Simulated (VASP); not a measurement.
# AlN (wurtzite) (P6_3mc) in VASP: a series of runs

Runs on AlN (wurtzite). Level: LDA. Tasks: relaxation of cell and atoms, relaxation of the atoms.

All numbers are computed with VASP 6.6.1; they aren't measurements. Logs are shortened: lines on timing, memory, paths and dates and some standing lists are left out, and cuts for length are marked.

### Step 1. The cell of the first run

The structure is hexagonal, space group P6_3mc (No. 186). Conventional cell: a = 3.110 Å, b = 3.110 Å, c = 4.980 Å, α = 90.00°, β = 90.00°, γ = 120.00°. Al (site symmetry 3m) has 4 N at 1.89 to 1.90 Å within 2.5 Å. Within 2.5 Å of N (site symmetry 3m) lie 4 Al at 1.89 to 1.90 Å.

### Step 2. Relaxation of cell and atoms, LDA

Contents of INCAR:

```
PREC = Accurate
ENCUT = 600
EDIFF = 1E-6
ISMEAR = 0
SIGMA = 0.01
LREAL = F
LASPH = T
NELM = 60
ALGO = Normal
ISIF = 3
LWAVE = F
LCHARG = F
IBRION = 2
NSW = 80
EDIFFG = -0.01
```

Contents of KPOINTS:

```
Automatic mesh
0
Gamma
  8 8 5
```

Contents of POSCAR:

```
AlN
1.0
    3.1100000000      0.0000000000      0.0000000000
   -1.5550000000      2.6933390058      0.0000000000
    0.0000000000      0.0000000000      4.9800000000
Al N
2 2
Direct
    0.3333333333      0.6666666667      0.0000000000
    0.6666666667      0.3333333333      0.5000000000
    0.3333333333      0.6666666667      0.3820000000
    0.6666666667      0.3333333333      0.8820000000
```

Potentials or basis: VASP PAW LDA potentials, release 64 (Al, N).

Command:

```console
> cat potpaw_LDA.64/Al/POTCAR potpaw_LDA.64/N/POTCAR > POTCAR
> mpirun -np 1 vasp_std > vasp.out
```

OUTCAR:

```text
PREC = Accurate
   ENCUT = 600
   EDIFF = 1E-6
   ISMEAR = 0
   LREAL = F
   LASPH = T
   NELM = 60
   ISIF = 3
   IBRION = 2
   NSW = 80
   EDIFFG = -0.01

 ion  position               nearest neighbor table
   1  0.333  0.667  0.000-   4 1.89   4 1.89   4 1.89   3 1.90   2 3.07   2 3.07   2 3.07   2 3.07
                             2 3.07   2 3.07
   2  0.667  0.333  0.500-   3 1.89   3 1.89   3 1.89   4 1.90   1 3.07   1 3.07   1 3.07   1 3.07
                             1 3.07   1 3.07
   3  0.333  0.667  0.382-   2 1.89   2 1.89   2 1.89   1 1.90
   4  0.667  0.333  0.882-   1 1.89   1 1.89   1 1.89   2 1.90

  LATTYP: Found a hexagonal cell.
 ALAT       =     3.1100000000
 C/A-ratio  =     1.6012861736

  Lattice vectors:

 A1 = (   3.1100000000,   0.0000000000,   0.0000000000)
 A2 = (  -1.5550000000,   2.6933390058,   0.0000000000)
 A3 = (   0.0000000000,   0.0000000000,   4.9800000000)

Analysis of symmetry for initial positions (statically):
=====================================================================
 Subroutine PRICEL returns:
 Original cell was already a primitive cell.

 Routine SETGRP: Setting up the symmetry group for a
 hexagonal supercell.

 Subroutine GETGRP returns: Found 12 space group operations
 (whereof  6 operations were pure point group operations)
 out of a pool of 24 trial point group operations.

The static configuration has the point symmetry C_3v.
 The point group associated with its full space group is C_6v.

Analysis of symmetry for dynamics (positions and initial velocities):
=====================================================================
 Subroutine PRICEL returns:
 Original cell was already a primitive cell.

 Routine SETGRP: Setting up the symmetry group for a
 hexagonal supercell.

 Subroutine GETGRP returns: Found 12 space group operations
 (whereof  6 operations were pure point group operations)
 out of a pool of 24 trial point group operations.

The dynamic configuration has the point symmetry C_3v.
 The point group associated with its full space group is C_6v.

 Subroutine INISYM returns: Found 12 space group operations
 (whereof  6 operations are pure point group operations),
 and found     1 'primitive' translations

----------------------------------------------------------------------------------------

                                     Primitive cell

  volume of cell :      41.7139
[... 113 lines left out ...]
     AMIX_MAG =   1.60;   BMIX_MAG =  1.00
  volume/ion in A,a.u.               =      10.43        70.37
  Fermi-wavevector in a.u.,A,eV,Ry     =   1.189473  2.247778 19.250147  1.414846
  Thomas-Fermi vector in A             =   2.325579
   LORBIT       =      0    0 simple, 1 ext, 2 COOP (PROOUT), +10 PAW based schemes
   GGA     = CA    functional components
   LHFCALC =     F    Hartree Fock is set to
   AEXX    =    0.0000 exact exchange contribution
   IVDW    =     0    specifies the selected vdW correction
   LEPSILON=     F    determine dielectric tensor
   LRPA    =     F    only Hartree local field effects (RPA)
 conjugate gradient relaxation of ions
 non-spin polarized calculation
 Gauss-broadening in eV      SIGMA  =   0.01
  energy-cutoff  :      600.00
  volume of cell :       41.71
 maximum number of plane-waves:      1412
 NGX is ok and might be reduce to    28
   NGX = 13   NGY = 13   NGZ = 19

--------------------------------------- Ionic step        1  -------------------------------------------

 number of electron      16.0000000 magnetization

 Free energy of the ion-electron system (eV)
  ---------------------------------------------------
  ext. energy  EPLUGINS =         0.00000000
  ---------------------------------------------------
  free energy    TOTEN  =       -32.83410340 eV

  energy without entropy =      -32.83410340  energy(sigma->0) =      -32.83410340

------------------------ aborting loop because EDIFF is reached ----------------------------------------

  FORCE on cell =-STRESS in cart. coord.  units (eV):
  Direction    XX          YY          ZZ          XY          YZ          ZX
  --------------------------------------------------------------------------------------
  -------------------------------------------------------------------------------------
  Total       -1.0016540     -1.0016540     -0.9880272      0.0000000      0.0000000      0.0000000
  in kB      -38.4722482    -38.4722482    -37.9488608      0.0000000      0.0000000      0.0000000
  external PRESSURE =     -38.2977858 kB  Pullay stress =       0.0000000 kB
[... 63 lines left out ...]
--------------------------------------- Ionic step        3  -------------------------------------------

 number of electron      15.9999999 magnetization

 Free energy of the ion-electron system (eV)
  ---------------------------------------------------
  ext. energy  EPLUGINS =         0.00000000
  ---------------------------------------------------
  free energy    TOTEN  =       -32.84334325 eV

  energy without entropy =      -32.84334325  energy(sigma->0) =      -32.84334325

 E-fermi :   6.1808     XC(G=0): -11.3316

 val. band max:        6.0841519593   @ k =   0.0000   0.0000   0.0000
 cond. band min:      10.4876090765   @ k =   0.0000   0.0000   0.0000
 fundamental gap:      4.4034571173
 Fermi energy:         6.1807860272

 k-point     1 :       0.0000    0.0000    0.0000
  band No.  band energies     occupation
      1      -9.0687      2.00000
      2      -6.7861      2.00000
      3      -0.0560      2.00000
      4       5.2030      2.00000
      5       5.2030      2.00000
      6       5.8622      2.00000
      7       5.8622      2.00000
      8       6.0842      2.00000
      9      10.4876      0.00000
     10      12.8010      0.00000
     11      16.7180      0.00000
     12      17.1726      0.00000
[... 331 lines left out ...]
 k-point    24 :       0.3750   -0.0000    0.4000
  band No.  band energies     occupation
      1      -7.0731      2.00000
      2      -6.6705      2.00000
      3       0.7290      2.00000
      4       1.1466      2.00000
      5       4.0049      2.00000
      6       4.5015      2.00000
      7       4.9187      2.00000
      8       4.9574      2.00000
      9      11.4240      0.00000
     10      12.0486      0.00000
     11      15.1896      0.00000
     12      15.9087      0.00000

 [... further k-points ...]

------------------------ aborting loop because EDIFF is reached ----------------------------------------

  FORCE on cell =-STRESS in cart. coord.  units (eV):
  Direction    XX          YY          ZZ          XY          YZ          ZX
  --------------------------------------------------------------------------------------
  -------------------------------------------------------------------------------------
  Total        0.0064538      0.0064538     -0.0310199      0.0000000      0.0000000     -0.0000000
  in kB        0.2525035      0.2525035     -1.2136504      0.0000000      0.0000000     -0.0000000
  external PRESSURE =      -0.2362145 kB  Pullay stress =       0.0000000 kB
[... 19 lines left out ...]
  FREE ENERGIE OF THE ION-ELECTRON SYSTEM (eV)
  ---------------------------------------------------
  free  energy   TOTEN  =       -32.8433432541 eV

  energy  without entropy=      -32.8433432541  energy(sigma->0) =      -32.84334325

 reached required accuracy - stopping structural energy minimisation
```

OSZICAR:

```text
N       E                     dE             d eps       ncg     rms          rms(c)
DAV:   1     0.566466550767E+02    0.56647E+02   -0.83563E+03   720   0.134E+03
DAV:   2    -0.336061600419E+02   -0.90253E+02   -0.82639E+02  1072   0.225E+02
DAV:   3    -0.378520151420E+02   -0.42459E+01   -0.42213E+01   936   0.528E+01
DAV:   4    -0.378861298167E+02   -0.34115E-01   -0.34106E-01   852   0.556E+00
[... 19 lines left out ...]
DAV:   2    -0.328437333012E+02    0.14053E-01   -0.51517E-02   820   0.184E+00    0.178E-01
DAV:   3    -0.328434927627E+02    0.24054E-03   -0.15236E-03   856   0.336E-01    0.756E-02
DAV:   4    -0.328433715813E+02    0.12118E-03   -0.67580E-05   824   0.691E-02    0.380E-02
DAV:   5    -0.328433434543E+02    0.28127E-04   -0.18712E-05   816   0.352E-02    0.145E-02
DAV:   6    -0.328433432541E+02    0.20013E-06   -0.88992E-07   412   0.798E-03
   3 F= -.32843343E+02 E0= -.32843343E+02  d E =-.923985E-02
```

Wall time 22 s (1 thread of Intel Xeon Platinum 8488C (Sapphire Rapids), shared host); peak memory 0.13 GiB.

Results:

```
Free energy                            : -32.8433 eV
Relaxed volume                         : 10.24 Å³/atom
Relaxed cell                           : a = 3.091 Å, b = 3.091 Å, c = 4.950 Å, α = 90.00°, β = 90.00°, γ = 120.00°
Space group after relaxing (to 0.05 Å) : P6_3mc (No. 186)
Energy gained by relaxing              : 2.3 meV/atom
Ionic steps                            : 3
Pressure after relaxing                : 0.0 GPa
Band gap on the k mesh                 : 4.40 eV, direct
```

Stress tensor (GPa, compression positive):
```
 0.03  0.00  0.00
 0.00  0.03  0.00
 0.00  0.00 -0.12
```

Step by step:
```csv
step,energy change (eV),largest force (eV/Å),pressure (GPa),volume (Å³)
1,0.0000,0.0157,-3.83,41.71
2,-0.0006,0.0169,3.88,40.23
3,-0.0092,0.0006,-0.02,40.95
```

Final structure:
```xyz
4
Lattice="3.0908 0.0000 0.0000 -1.5454 2.6767 0.0000 0.0000 0.0000 4.9497" Properties=species:S:1:pos:R:3 pbc="T T T"
Al    0.0000    1.7845    0.0004
Al    1.5454    0.8922    2.4752
N     0.0000    1.7845    1.8904
N     1.5454    0.8922    4.3653
```

Levels at points of the mesh, in eV from the valence-band top:
```
           k point  band 4  band 5  band 6  band 7  band 8  band 9  band 10  band 11  band 12
(0.00, 0.00, 0.00)   -0.88   -0.88   -0.22   -0.22    0.00    4.40     6.72    10.63    11.09
(0.50, 0.00, 0.00)   -4.25   -3.43   -2.14   -1.83   -0.71    5.72     5.72     8.25    10.28
```

As with any semilocal functional, this LDA gap is likely too small.

### Step 3. Relaxation of the atoms, LDA

This run uses another cell than the first one, of 10.16 Å³/atom, 0.974 times its volume.

Contents of INCAR:

```
SYSTEM = AlN
PREC = Accurate
ENCUT = 520
EDIFF = 1E-7
ISMEAR = 0
SIGMA = 0.01
LREAL = .FALSE.
LASPH = .TRUE.
NELM = 100
ALGO = Normal
ISIF = 2
LWAVE = .FALSE.
LCHARG = .FALSE.
GGA = CA
IBRION = 2
NSW = 80
EDIFFG = -0.004
```

Contents of KPOINTS:

```
Automatic mesh
0
G
  8 8 5
  0 0 0
```

Contents of POSCAR:

```
AlN
1.0
    3.0887828234      0.0000000000      0.0000000000
   -1.5443914117      2.6749643918      0.0000000000
    0.0000000000      0.0000000000      4.9185908102
Al N
2 2
Direct
    0.3333333333      0.6666666667      0.0000034427
    0.6666666667      0.3333333333      0.5000034427
    0.3333333333      0.6666666667      0.3819965573
    0.6666666667      0.3333333333      0.8819965573
```

Potentials or basis: VASP PAW LDA potentials, release 64 (Al, N).

Command:

```console
> cat potpaw_LDA.64/Al/POTCAR potpaw_LDA.64/N/POTCAR > POTCAR
> mpirun -np 1 vasp_std > vasp.out
```

Run time: 14 s. Hardware: 1 thread of Intel Xeon Platinum 8488C (Sapphire Rapids), shared host; peak memory 0.14 GiB.

The run converged. Its results:

- Free energy: -32.8389 eV
- Energy gained by relaxing: 0.1 meV/atom
- Ionic steps: 3
- Pressure after relaxing: 1.6 GPa
- Band gap on the k mesh: 4.44 eV, direct

Stress tensor (GPa, compression positive):
```
1.23 0.00 0.00
0.00 1.23 0.00
0.00 0.00 2.47
```

Step by step:
```tsv
step	energy change (eV)	largest force (eV/Å)	pressure (GPa)
1	0.0000	0.0694	1.67
2	-0.0003	0.0217	1.64
3	-0.0004	0.0001	1.64
```

Final structure:
```
Al N
1.0
     3.08878    0.00000    0.00000
    -1.54439    2.67496    0.00000
     0.00000    0.00000    4.91859
Al N
2 2
Direct
  0.33333 0.66667 0.99948
  0.66667 0.33333 0.49948
  0.33333 0.66667 0.38251
  0.66667 0.33333 0.88252
```

Levels at points of the mesh, in eV from the valence-band top:
| k point | band 6 | band 7 | band 8 | band 9 | band 10 | band 11 |
| --- | --- | --- | --- | --- | --- | --- |
| (0.00, 0.00, 0.00) | -0.28 | -0.28 | 0.00 | 4.44 | 6.69 | 10.70 |
| (0.50, 0.00, 0.00) | -2.22 | -1.87 | -0.75 | 5.68 | 5.74 | 8.27 |

As with any semilocal functional, this LDA gap is likely too small.

### Step 4. Relaxation of the atoms, LDA

This run uses another cell than the first one, of 10.11 Å³/atom, 0.969 times its volume.

Contents of INCAR:

```
  PREC = Accurate
  ENCUT = 520
  EDIFF = 1E-6
  ISMEAR = 0
  SIGMA = 0.01
  LREAL = False
  LASPH = True
  NELM = 60
  ALGO = Normal
  ISIF = 2
  LWAVE = False
  LCHARG = False
  IBRION = 2
  NSW = 80
  EDIFFG = -0.004
```

Contents of KPOINTS:

```
regular mesh
0
Gamma
  8 8 5
```

Contents of POSCAR:

```
AlN
1.0
    3.0733389093      0.0000000000      0.0000000000
   -1.5366694546      2.6615895699      0.0000000000
    0.0000000000      0.0000000000      4.9433073469
Al N
2 2
Direct
    0.3333333333      0.6666666667      0.0000034427
    0.6666666667      0.3333333333      0.5000034427
    0.3333333333      0.6666666667      0.3819965573
    0.6666666667      0.3333333333      0.8819965573
```

Command:

```console
> cat potpaw_LDA.64/Al/POTCAR potpaw_LDA.64/N/POTCAR > POTCAR
> mpirun -np 1 vasp_std > vasp.out
```

Run time: 12 s. Hardware: 1 thread of Intel Xeon Platinum 8488C (Sapphire Rapids), shared host; peak memory 0.14 GiB.

Results (log left out):

| Item | Value |
| --- | --- |
| Free energy | -32.8356 eV |
| Energy gained by relaxing | 0.1 meV/atom |
| Ionic steps | 3 |
| Pressure after relaxing | 2.9 GPa |
| Band gap on the k mesh | 4.54 eV, direct |

Stress tensor (GPa, compression positive):
```
3.44 0.00 0.00
0.00 3.44 0.00
0.00 0.00 1.79
```

The path:
```csv
step,energy change (eV),largest force (eV/Å),pressure (GPa)
1,0.0000,0.0619,2.85
2,-0.0003,0.0196,2.89
3,-0.0003,0.0004,2.89
```

Final structure:
```cif
data_structure
_symmetry_space_group_name_H-M 'P 1'
_symmetry_Int_Tables_number 1
_cell_length_a 3.0733
_cell_length_b 3.0733
_cell_length_c 4.9433
_cell_angle_alpha 90.000
_cell_angle_beta 90.000
_cell_angle_gamma 120.000
_cell_volume 40.44
loop_
_atom_site_label
_atom_site_type_symbol
_atom_site_fract_x
_atom_site_fract_y
_atom_site_fract_z
_atom_site_occupancy
Al1 Al 0.33333 0.66667 0.00047 1
Al2 Al 0.66667 0.33333 0.50047 1
N1 N 0.33333 0.66667 0.38153 1
N2 N 0.66667 0.33333 0.88153 1
```

Levels at points of the mesh, in eV from the valence-band top:
```csv
k point,band 4,band 5,band 6,band 7,band 8,band 9,band 10,band 11,band 12
"(0.00, 0.00, 0.00)",-0.84,-0.84,-0.19,-0.19,0.00,4.54,6.90,10.73,11.25
"(0.50, 0.00, 0.00)",-4.26,-3.43,-2.11,-1.83,-0.68,5.74,5.81,8.39,10.39
```

### Step 5. Relaxation of the atoms, LDA

This run uses another cell than the first one, of 10.21 Å³/atom, 0.979 times its volume.

Contents of INCAR:

```
ALGO = Normal
EDIFF = 1E-6
EDIFFG = -0.004
ENCUT = 520
GGA = CA
IBRION = 2
ISIF = 2
ISMEAR = 0
LASPH = True
LCHARG = False
LREAL = False
LWAVE = False
NELM = 80
NSW = 80
PREC = Accurate
SIGMA = 0.01
```

Contents of KPOINTS:

```
k-points
0
Gamma
  8 8 5
```

Edit POSCAR of step 4 so:

```diff
@@ -2,4 +2,4 @@
 1.0
-    3.0733389093      0.0000000000      0.0000000000
-   -1.5366694546      2.6615895699      0.0000000000
+    3.0887828234      0.0000000000      0.0000000000
+   -1.5443914117      2.6749643918      0.0000000000
     0.0000000000      0.0000000000      4.9433073469
```

Command:

```console
> cat potpaw_LDA.64/Al/POTCAR potpaw_LDA.64/N/POTCAR > POTCAR
> mpirun -np 1 vasp_std > vasp.out
```

Wall time 6.8 s (1 thread of Intel Xeon Platinum 8488C (Sapphire Rapids), shared host); peak memory 0.13 GiB.

The run converged. Its results:

```
Free energy             : -32.8410 eV
Pressure after relaxing : 0.6 GPa
Band gap on the k mesh  : 4.42 eV, direct
```

Final structure:
```
Al N
1.0
     3.08878    0.00000    0.00000
    -1.54439    2.67496    0.00000
     0.00000    0.00000    4.94331
Al N
2 2
Cartesian
  0.0000 1.7833 0.0000
  1.5444 0.8917 2.4717
  0.0000 1.7833 1.8883
  1.5444 0.8917 4.3600
```

Levels at points of the mesh, in eV from the valence-band top:
| k point | band 4 | band 5 | band 6 | band 7 | band 8 | band 9 | band 10 | band 11 | band 12 |
| --- | --- | --- | --- | --- | --- | --- | --- | --- | --- |
| (0.00, 0.00, 0.00) | -0.89 | -0.89 | -0.23 | -0.23 | 0.00 | 4.42 | 6.73 | 10.66 | 11.10 |
| (0.50, 0.00, 0.00) | -4.26 | -3.44 | -2.15 | -1.84 | -0.71 | 5.72 | 5.72 | 8.27 | 10.29 |

Caveat: the relaxation stopped at its first step, so nothing moved.

(Continued in part 2 of 2.)
